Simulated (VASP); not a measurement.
**YS: single point with LDA**

Crystal: YS.

```
Y S
1.0
     3.88011    0.00000    0.00000
     1.94005    3.36027    0.00000
     1.94005    1.12009    3.16809
Y S
1 1
Direct
  0.50000 0.50000 0.50000
  0.00000 0.00000 0.00000
```

```json
{"Program": "VASP 6.6.1", "Task": "single point", "Functional": "LDA", "Potentials or basis": "VASP PAW LDA potentials, release 64 (Y_sv, S)", "Cutoff": "520 eV", "k mesh": "6 × 6 × 6, shifted", "Occupations": "methfessel-paxton, width 0.05 eV", "Spin": "no spin polarisation"}
```

```json
{
  "Pressure": "-3.9 GPa"
}
```

Levels at points of the mesh, in eV from the Fermi level:
```csv
k point,band 5,band 6,band 7,band 8,band 9,band 10,band 11,band 12
"(0.08, 0.08, 0.08)",-15.06,-3.89,-3.70,-3.70,-0.24,-0.19,-0.19,0.84
```

Wall time 4.9 min on 1 thread of Intel(R) Xeon(R) Platinum 8259CL CPU @ 2.50GHz (Skylake/Cascade Lake), on a shared host, peak memory 0.41 GiB.
